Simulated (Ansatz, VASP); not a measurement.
# Al in VASP and in Ansatz

Contents of INCAR:

```
PREC     = Accurate       # precision mode
ENCUT    = 520            # plane-wave cutoff, eV
EDIFF    = 1E-7           # SCF threshold, eV
ISMEAR   = 0              # smearing method
SIGMA    = 0.15           # smearing width, eV
LREAL    = False          # projectors in reciprocal space
LASPH    = True           # aspherical terms in the spheres
NELM     = 60             # most SCF steps
ALGO     = Fast           # electronic algorithm
ISIF     = 2              # what is computed and relaxed
LWAVE    = False          # write WAVECAR
LCHARG   = False          # write CHGCAR
GGA      = PS             # functional
NBANDS   = 10             # bands
```

File KPOINTS:

```
regular mesh
0
Gamma
  24 24 14
```

The input POSCAR:

```
Al
1.0
    2.8500701807      0.0000000000      0.0000000000
   -1.4250350903      2.4682331791      0.0000000000
    0.0000000000      0.0000000000      4.6373162797
Al
2
Direct
    0.6666666667      0.3333333333      0.7500000000
    0.3333333333      0.6666666667      0.2500000000
```

Input for Ansatz:

```yaml
crystal:
  lattice:
    - [2.8500694993, 0.0, 0.0]
    - [-1.4250347496, 2.4682325889, 0.0]
    - [0.0, 0.0, 4.6373174459]
  atoms:
    - { symbol: Al, position: [0.6666666667, 0.3333333333, 0.75] }
    - { symbol: Al, position: [0.3333333333, 0.6666666667, 0.25] }
basis:
  ecutwfc: 420
kpoints:
  mp_grid: { grid: [24, 24, 14] }
hamiltonian:
  xc: pbesol
scf:
  occupations: { method: gaussian, width: 0.15 }
output:
  forces: true
  stress: true
  eigenvalues: true
  write_density: true
  write_potential: true
  elf: true
  volumetric_format: npy
```

Alike in both runs: task single point; functional PBEsol; k mesh 24 × 24 × 14; occupations gaussian, width 0.15 eV; no spin polarisation.

|  | VASP | Ansatz |
| --- | --- | --- |
| version | VASP 6.6.1 | Ansatz 0.2.0 |
| potentials or method | VASP PAW PBE potentials, release 64 (Al), cutoff 520 eV | scalar-relativistic, plane waves, PAW |
| valence electrons in the cell | 6 | 6 |

|  | VASP | Ansatz | Ansatz less VASP |
| --- | --- | --- | --- |
| gap on the k mesh at the Fermi level (eV) | none | none | - |
| pressure (GPa) | 0.1 | 0.0 | -0.06 |
| traceless stress, the component that is largest in VASP (GPa) | 0.84 | 0.84 | -0.005 |

VASP's potentials were made for PBE, not for PBEsol. A gap of «none» marks a metal or a gap that the smearing closes.
